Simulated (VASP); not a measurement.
Wanted: the native input for a VASP 6.6.1 run.

| Property | Result |
| --- | --- |
| Task | relaxation of cell and atoms |
| Functional | PBE |
| Potentials or basis | VASP PAW PBE potentials, release 64 (Y_sv, Tl_d, Pb_d) |
| Cutoff | 600 eV |
| k mesh | 4 × 4 × 4 |
| Occupations | gaussian, width 0.1 eV |
| Spin | no spin polarisation |
| Dipole correction | no |
| Further INCAR settings | ALGO = Normal; EDIFF = 1e-07; IBRION = 2; EDIFFG = -0.04; NSW = 90; ISIF = 3 |

The structure of YTl3Pb lies in POSCAR:

```
YTl3Pb
1.0
    5.1587364768      0.0000000000      0.0000000000
    0.0000000000      5.1587364768      0.0000000000
    0.0000000000      0.0000000000      5.1587364768
Y Tl Pb
1 3 1
Direct
    0.0000000000      0.0000000000      0.0000000000
    0.0000000000      0.5000000000      0.5000000000
    0.5000000000      0.0000000000      0.5000000000
    0.5000000000      0.5000000000      0.0000000000
    0.5000000000      0.5000000000      0.5000000000
```

The input as run:

INCAR

```
PREC = Accurate
ENCUT = 600
EDIFF = 1E-7
ISMEAR = 0
SIGMA = 0.1
LREAL = F
LASPH = T
NELM = 100
ALGO = Normal
ISIF = 3
LWAVE = F
LCHARG = F
GGA = PE
IBRION = 2
NSW = 90
EDIFFG = -0.04
```

KPOINTS

```
regular mesh
0
Gamma
  4 4 4
```

Potentials or basis: VASP PAW PBE potentials, release 64 (Y_sv, Tl_d, Pb_d).

Command:

```sh
$ cat potpaw_PBE.64/Y_sv/POTCAR potpaw_PBE.64/Tl_d/POTCAR potpaw_PBE.64/Pb_d/POTCAR > POTCAR
$ mpirun -np 1 vasp_std > vasp.out
```

It gave:

```
Relaxed volume                        : 41.09 Å³/atom
Relaxed cell                          : a = 5.901 Å, b = 5.901 Å, c = 5.901 Å, α = 90.00°, β = 90.00°, γ = 90.00°
Space group after relaxing (to 0.1 Å) : Pm-3m (No. 221)
Energy gained by relaxing             : 622.1 meV/atom
Ionic steps                           : 4
Pressure after relaxing               : -0.1 GPa
Band gap on the k mesh                : zero (bands 32 and 33 overlap by 0.98 eV)
```

Caveat: the volume moved by over 15 % at a fixed basis, so the end points are rough; spin-orbit coupling is left out, which moves the levels of the heavy elements.

It took 8.5 min on 1 thread of Oxide Virtual Turin-like Processor, on a shared host, peak memory 0.28 GiB.
